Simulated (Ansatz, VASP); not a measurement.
# One calculation of BeTe, two programs

File INCAR:

```
SYSTEM = BeTe
PREC = Accurate ; ENCUT = 520
EDIFF = 1E-7 ; ISMEAR = 0
SIGMA = 0.05 ; LREAL = .FALSE.
LASPH = .TRUE. ; NELM = 60
ALGO = Normal ; ISIF = 2
LWAVE = .FALSE. ; LCHARG = .FALSE.
GGA = PE ; NBANDS = 11
```

File KPOINTS:

```
regular mesh
0
G
  8 8 8
  0 0 0
```

POSCAR

```
BeTe
1.0
    0.0000000000      2.8531000000      2.6869000000
    2.8531000000      0.0000000000      2.6869000000
    2.8531000000      2.8531000000      0.0000000000
Be Te
1 1
Direct
    0.0000000000      0.0000000000      0.0000000000
    0.7500000000      0.7500000000      0.7500000000
```

Input for Ansatz:

```yaml
crystal:
  lattice:
    - [0.0, 2.8531, 2.6869]
    - [2.8531, 0.0, 2.6869]
    - [2.8531, 2.8531, 0.0]
  atoms:
    - { symbol: Be, position: [0.0, 0.0, 0.0] }
    - { symbol: Te, position: [0.75, 0.75, 0.75] }
basis:
  ecutwfc: 420
kpoints:
  mp_grid: { grid: [8, 8, 8] }
hamiltonian:
  xc: pbe
scf:
  occupations: { method: gaussian, width: 0.05 }
output:
  forces: true
  stress: true
  eigenvalues: true
```

Change from the starting cell: strain +0.030 along x and y, -0.030 along z, atoms carried along.

Alike in both runs: task single point; functional PBE; k mesh 8 × 8 × 8; occupations gaussian, width 0.05 eV; no spin polarisation.

```csv
,VASP,Ansatz
version,VASP 6.6.1,Ansatz 0.2.0
potentials or method,"VASP PAW PBE potentials, release 64 (Be, Te), cutoff 520 eV","scalar-relativistic, plane waves, PAW"
valence electrons in the cell,8,18
```

Ansatz gave:

| Item | Value |
| --- | --- |
| gap on the k mesh at the Fermi level (eV) | 1.48 |
| least direct gap on the mesh (eV) | 3.36 |
| pressure (GPa) | 2.3 |
| traceless stress, the component that is largest in VASP (GPa) | 2.20 |

Task: What did VASP give for the same quantities?

Result: gap on the k mesh at the Fermi level (eV): 1.47; least direct gap on the mesh (eV): 3.34; pressure (GPa): 2.4; traceless stress, the component that is largest in VASP (GPa): 2.19.

VASP's potentials hold 8 valence electrons a cell and Ansatz's 18, so a difference there can come from the potentials and not from the codes.

Neither program's run includes spin-orbit coupling.
